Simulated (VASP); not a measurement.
# LiCl (R3m) in VASP: single point with HSE06

Aim: the single point of LiCl with HSE06.

All numbers are computed with VASP 6.6.1; they aren't measurements. Logs are shortened: lines on timing, memory, paths and dates and some standing lists are left out, and cuts for length are marked.

**1. The cell of the first run**

The structure is trigonal, space group R3m (No. 160). The conventional cell has a = 3.865 Å, b = 3.865 Å, c = 10.033 Å, α = 90.00°, β = 90.00°, γ = 120.00°. Within 3.2 Å of Li (site symmetry 3m) lie 4 Cl at 2.40 to 2.45 Å. Within 3.2 Å of Cl (site symmetry 3m) lie 4 Li at 2.40 to 2.45 Å.

**2. Single point, HSE06 (strain along [111] +6.0%)**

The input, POSCAR:

```
LiCl
1.0
    0.1087750932      2.8418176371      2.8418176371
    2.8418176371      0.1087750932      2.8418176371
    2.8418176371      2.8418176371      0.1087750932
Li Cl
1 1
Direct
    0.0026898174      0.0026898174      0.0026898174
    0.2473101826      0.2473101826      0.2473101826
```

The input, INCAR.step1:

```
SYSTEM = LiCl
PREC     = Accurate       ! precision mode
ENCUT    = 520            ! plane-wave cutoff, eV
EDIFF    = 1E-5           ! SCF threshold, eV
ISMEAR   = 0              ! smearing method
SIGMA    = 0.01           ! smearing width, eV
LREAL    = .FALSE.        ! projectors in reciprocal space
LASPH    = .TRUE.         ! aspherical terms in the spheres
NELM     = 80             ! most SCF steps
ALGO     = Normal         ! electronic algorithm
ISIF     = 2              ! what is computed and relaxed
LWAVE    = .TRUE.         ! write WAVECAR
LCHARG   = .FALSE.        ! write CHGCAR
GGA      = PE             ! functional
NBANDS   = 12             ! bands
```

The input, INCAR.step2:

```
SYSTEM = LiCl
PREC     = Accurate       ! precision mode
ENCUT    = 520            ! plane-wave cutoff, eV
EDIFF    = 1E-7           ! SCF threshold, eV
ISMEAR   = 0              ! smearing method
SIGMA    = 0.01           ! smearing width, eV
LREAL    = .FALSE.        ! projectors in reciprocal space
LASPH    = .TRUE.         ! aspherical terms in the spheres
NELM     = 80             ! most SCF steps
ALGO     = Normal         ! electronic algorithm
ISIF     = 2              ! what is computed and relaxed
LWAVE    = .FALSE.        ! write WAVECAR
LCHARG   = .FALSE.        ! write CHGCAR
GGA      = PE             ! functional
LHFCALC  = .TRUE.         ! exact exchange
HFSCREEN = 0.2079         ! screening, 1/A
PRECFOCK = Normal       
ISTART   = 1            
NBANDS   = 12             ! bands
```

The input, KPOINTS:

```
Automatic mesh
0
G
  6 6 6
  0 0 0
```

Potentials or basis: VASP PAW PBE potentials, release 64 (Li_sv, Cl).

Started as:

```console
$ cat potpaw_PBE.64/Li_sv/POTCAR potpaw_PBE.64/Cl/POTCAR > POTCAR
$ cp INCAR.step1 INCAR
$ mpirun -np 1 vasp_std > vasp.out
$ cp INCAR.step2 INCAR
$ mpirun -np 1 vasp_std > vasp.out
```

OUTCAR:

```text
SYSTEM = LiCl
   PREC = Accurate
   ENCUT = 520
   EDIFF = 1E-7
   ISMEAR = 0
   LREAL = .FALSE.
   LASPH = .TRUE.
   NELM = 80
   ISIF = 2
   GGA = PE
   LHFCALC = .TRUE.
   HFSCREEN = 0.2079
   PRECFOCK = Normal
   ISTART = 1

 ion  position               nearest neighbor table
   1  0.003  0.003  0.003-   2 2.40   2 2.40   2 2.40   2 2.45
   2  0.247  0.247  0.247-   1 2.40   1 2.40   1 2.40   1 2.45

  LATTYP: Found a trigonal (rhomboedric) cell.
 ALAT       =     4.0204088083
 COS(alpha) =     0.5378825664

  Lattice vectors:

 A1 = (   0.1087750932,   2.8418176371,   2.8418176371)
 A2 = (   2.8418176371,   0.1087750932,   2.8418176371)
 A3 = (   2.8418176371,   2.8418176371,   0.1087750932)

Analysis of symmetry for initial positions (statically):
=====================================================================
 Subroutine PRICEL returns:
 Original cell was already a primitive cell.

 Routine SETGRP: Setting up the symmetry group for a
 trigonal (rhombohedral) supercell.

 Subroutine GETGRP returns: Found  6 space group operations
 (whereof  6 operations were pure point group operations)
 out of a pool of 12 trial point group operations.

The static configuration has the point symmetry C_3v.

Analysis of symmetry for dynamics (positions and initial velocities):
=====================================================================
 Subroutine PRICEL returns:
 Original cell was already a primitive cell.

 Routine SETGRP: Setting up the symmetry group for a
 trigonal (rhombohedral) supercell.

 Subroutine GETGRP returns: Found  6 space group operations
 (whereof  6 operations were pure point group operations)
 out of a pool of 12 trial point group operations.

The dynamic configuration has the point symmetry C_3v.

 Subroutine INISYM returns: Found  6 space group operations
 (whereof  6 operations are pure point group operations),
 and found     1 'primitive' translations

----------------------------------------------------------------------------------------

                                     Primitive cell

  volume of cell :      43.2665

  direct lattice vectors                    reciprocal lattice vectors
     0.108775093  2.841817637  2.841817637    -0.186381822  0.179510762  0.179510762
     2.841817637  0.108775093  2.841817637     0.179510762 -0.186381822  0.179510762
     2.841817637  2.841817637  0.108775093     0.179510762  0.179510762 -0.186381822

  length of vectors
     4.020408808  4.020408808  4.020408808     0.314938742  0.314938742  0.314938742

  position of ions in fractional coordinates (direct lattice)
     0.002689817  0.002689817  0.002689817
     0.247310183  0.247310183  0.247310183

  ion indices of the primitive-cell ions
   primitive index   ion index
                 1           1
                 2           2

----------------------------------------------------------------------------------------

 KPOINTS: Automatic mesh

Automatic generation of k-mesh.
 Grid dimensions read from file:
 generate k-points for:    6    6    6

 Generating k-lattice:

  Cartesian coordinates                     Fractional coordinates (reciprocal lattice)
    -0.031063637  0.029918460  0.029918460     0.166666667 -0.000000000 -0.000000000
     0.029918460 -0.031063637  0.029918460    -0.000000000  0.166666667 -0.000000000
     0.029918460  0.029918460 -0.031063637    -0.000000000 -0.000000000  0.166666667

  Length of vectors
     0.052489790  0.052489790  0.052489790

  Shift w.r.t. Gamma in fractional coordinates (k-lattice)
     0.000000000  0.000000000  0.000000000

 Subroutine IBZKPT returns following result:
 ===========================================

 Found     32 irreducible k-points:

 Following reciprocal coordinates:
            Coordinates               Weight
  0.000000  0.000000  0.000000      1.000000
  0.166667 -0.000000 -0.000000      6.000000
  0.333333 -0.000000 -0.000000      6.000000
  0.500000  0.000000 -0.000000      3.000000
  0.166667  0.166667 -0.000000      6.000000
  0.333333  0.166667 -0.000000     12.000000
[... 16 lines left out ...]
  0.500000  0.500000  0.166667      6.000000
 -0.333333  0.500000  0.166667     12.000000
 [... further k-points ...]
   k-points           NKPTS =     32   k-points in BZ     NKDIM =    216   number of bands    NBANDS=     12
   number of dos      NEDOS =    301   number of ions     NIONS =      2
   total plane-waves  NPLWV =  27000
   dimension x,y,z NGX =    30 NGY =   30 NGZ =   30
   dimension x,y,z NGXF=    60 NGYF=   60 NGZF=   60
   ions per type =               1   1
   NGX,Y,Z   is equivalent  to a cutoff of  12.41, 12.41, 12.41 a.u.
   NGXF,Y,Z  is equivalent  to a cutoff of  24.81, 24.81, 24.81 a.u.
 SYSTEM =  LiCl
   PREC   = accura    normal or accurate (medium, high low for compatibility)
   ISTART =      1    job   : 0-new  1-cont  2-samecut
   ICHARG =      0    charge: 1-file 2-atom 10-const
   ISPIN  =      1    spin polarized calculation?
   LNONCOLLINEAR =      F non collinear calculations
   LSORBIT =      F    spin-orbit coupling
   LASPH  =      T    aspherical Exc in radial PAW
   ENCUT  =  520.0 eV  38.22 Ry    6.18 a.u.   7.48  7.48  7.48*2*pi/ulx,y,z
   NELM   =     80;   NELMIN=  2; NELMDL=  0     # of ELM steps
   EDIFF  = 0.1E-06   stopping-criterion for ELM
   LREAL  =      F    real-space projection
   EDIFFG = 0.1E-05   stopping-criterion for IOM
   NSW    =      0    number of steps for IOM
   IBRION =     -1    ionic relax: 0-MD 1-quasi-New 2-CG
   NFREE  =      0    steps in history (QN), initial steepest desc. (CG)
   ISIF   =      2    stress and relaxation
   ISYM   =      3    0-nonsym 1-usesym 2-fastsym
   POTIM  = 0.5000    time-step for ionic-motion
   TEBEG  =    0.0;   TEEND  =   0.0 temperature during run
   PSTRESS=    0.0 pullay stress
   NELECT =      10.0000    total number of electrons
   NUPDOWN=      -1.0000    fix difference up-down
   EMIN   =  10.00;   EMAX   =-10.00  energy-range for DOS
   EFERMI =   0.00;   METHOD = LEGACY
   ISMEAR =     0;   SIGMA  =   0.01  broadening in eV -4-tet -1-fermi 0-gaus
   EFERMI_NEDOS =   21; number of points for ismear=-14 and -15
   IALGO  =     38    algorithm
   IMIX   =      1    mixing-type and parameters
     AMIX     =   0.40;   BMIX     =  1.00
     AMIX_MAG =   1.60;   BMIX_MAG =  1.00
  volume/ion in A,a.u.               =      21.63       145.99
  Fermi-wavevector in a.u.,A,eV,Ry     =   1.004672  1.898554 13.733245  1.009365
  Thomas-Fermi vector in A             =   2.137302
   LORBIT       =      0    0 simple, 1 ext, 2 COOP (PROOUT), +10 PAW based schemes
   GGA     = PE    functional components
   LHFCALC =     T    Hartree Fock is set to
   PRECFOCK=normal    Normal, Fast or Accurate (Low or Medium for compatibility)
   ENCUT4O =  -1.0   cutoff for four orbital integrals eV
   NKREDX  =     1    reduce k-point grid by
   NKREDY  =     1    reduce k-point grid by
   NKREDZ  =     1    reduce k-point grid by
   AEXX    =    0.2500 exact exchange contribution
   HFSCREEN=    0.2079 screening length (either q_TF or 0.3 A-1)
   HFSCREENC=   0.2079 screening length for correlation (either q_TF or 0.3 A-1)
   ENCUTFOCK=  -1.0 apply spherical cutoff to Coloumb kernel
   IVDW    =     0    specifies the selected vdW correction
   LEPSILON=     F    determine dielectric tensor
   LRPA    =     F    only Hartree local field effects (RPA)
 non-spin polarized calculation
 Gauss-broadening in eV      SIGMA  =   0.01
  energy-cutoff  :      520.00
  volume of cell :       43.27
 maximum number of plane-waves:      1178
 NGX is ok and might be reduce to    30
  NGX = 24; NGY = 24; NGZ = 24

 number of electron      10.0000003 magnetization

 Free energy of the ion-electron system (eV)
  ---------------------------------------------------
  ext. energy  EPLUGINS =         0.00000000
  ---------------------------------------------------
  free energy    TOTEN  =        -8.47761927 eV

  energy without entropy =       -8.47761927  energy(sigma->0) =       -8.47761927

 E-fermi :  -2.3105     XC(G=0):  -6.2835

 val. band max:       -2.3726030747   @ k =   0.0000   0.0000   0.0000
 cond. band min:       4.6977273430   @ k =   0.0000   0.0000   0.0000
 fundamental gap:      7.0703304177
 Fermi energy:        -2.3104562868

 k-point     1 :       0.0000    0.0000    0.0000
  band No.  band energies     occupation
      1     -48.1521      2.00000
      2     -16.2551      2.00000
      3      -2.5886      2.00000
      4      -2.3726      2.00000
      5      -2.3726      2.00000
      6       4.6977      0.00000
      7       8.7747      0.00000
      8       9.4216      0.00000
      9       9.4216      0.00000
     10      13.6078      0.00000
     11      13.6078      0.00000
     12      16.2468      0.00000

 k-point     2 :       0.1667   -0.0000   -0.0000
  band No.  band energies     occupation
      1     -48.1518      2.00000
      2     -16.1823      2.00000
      3      -3.0016      2.00000
      4      -2.6310      2.00000
      5      -2.4631      2.00000
      6       5.3702      0.00000
      7       9.1312      0.00000
      8       9.4510      0.00000
      9       9.6620      0.00000
     10      12.6671      0.00000
     11      12.9571      0.00000
     12      15.0982      0.00000

 k-point     3 :       0.3333   -0.0000   -0.0000
  band No.  band energies     occupation
      1     -48.1510      2.00000
      2     -16.0296      2.00000
      3      -4.0019      2.00000
      4      -2.7632      2.00000
      5      -2.6335      2.00000
      6       6.5729      0.00000
      7       9.2215      0.00000
      8       9.5083      0.00000
      9       9.6011      0.00000
     10      13.0392      0.00000
     11      13.7513      0.00000
     12      14.8107      0.00000
[... 286 lines left out ...]
 k-point    23 :       0.5000    0.5000    0.1667
  band No.  band energies     occupation
      1     -48.1505      2.00000
      2     -15.9158      2.00000
      3      -3.9545      2.00000
      4      -3.4609      2.00000
      5      -3.0191      2.00000
      6       6.1475      0.00000
      7       8.9135      0.00000
      8      11.0537      0.00000
      9      11.8334      0.00000
     10      12.2125      0.00000
     11      15.2741      0.00000
     12      15.5299      0.00000

 k-point    24 :      -0.3333    0.5000    0.1667
  band No.  band energies     occupation
      1     -48.1503      2.00000
      2     -15.8761      2.00000
      3      -3.9266      2.00000
      4      -3.4827      2.00000
      5      -3.3212      2.00000
      6       6.4411      0.00000
      7       9.2294      0.00000
      8      10.4657      0.00000
      9      11.2753      0.00000
     10      12.9215      0.00000
     11      15.2552      0.00000
     12      16.0214      0.00000

 [... further k-points ...]

------------------------ aborting loop because EDIFF is reached ----------------------------------------

  FORCE on cell =-STRESS in cart. coord.  units (eV):
  Direction    XX          YY          ZZ          XY          YZ          ZX
  --------------------------------------------------------------------------------------
  -------------------------------------------------------------------------------------
  Total       -0.3252173     -0.3252173     -0.3252173     -0.1522274     -0.1522274     -0.1522274
  in kB      -12.0429283    -12.0429283    -12.0429283     -5.6370425     -5.6370425     -5.6370425
  external PRESSURE =     -12.0429283 kB  Pullay stress =       0.0000000 kB

 VOLUME and BASIS-vectors are now :
 -----------------------------------------------------------------------------
  energy-cutoff  :      520.00
  volume of cell :       43.27
      direct lattice vectors                 reciprocal lattice vectors
     0.108775093  2.841817637  2.841817637    -0.186381822  0.179510762  0.179510762
     2.841817637  0.108775093  2.841817637     0.179510762 -0.186381822  0.179510762
     2.841817637  2.841817637  0.108775093     0.179510762  0.179510762 -0.186381822

 POSITION                                       TOTAL-FORCE (eV/Angst)
 -----------------------------------------------------------------------------------
      0.01558      0.01558      0.01558        -0.001496     -0.001496     -0.001496
      1.43252      1.43252      1.43252         0.001496      0.001496      0.001496
 -----------------------------------------------------------------------------------
    total drift:                               -0.000159     -0.000159     -0.000160

  FREE ENERGIE OF THE ION-ELECTRON SYSTEM (eV)
  ---------------------------------------------------
  free  energy   TOTEN  =        -8.4776192685 eV

  energy  without entropy=       -8.4776192685  energy(sigma->0) =       -8.47761927
```

Wall time 22 min (1 thread of Intel Xeon Platinum 8488C (Sapphire Rapids), shared host); peak memory 0.28 GiB.

What came out:

```
Free energy            : -8.4776 eV
Band gap on the k mesh : 7.07 eV
```

Forces on the atoms (eV/Å):
```
Li  -0.001 -0.001 -0.001
Cl   0.001  0.001  0.001
```

Caveat: the cell differs from its parent crystal (strain along [111] +6.0%); the cutoff is under 1.25 times the usual one of these potentials, so pressure, stress and relaxed cells hold a basis-set (Pulay) error; the structure was generated, so it needn't be the stable form of LiCl; the PAW data sets were made with another functional, which shifts forces and pressure a little.
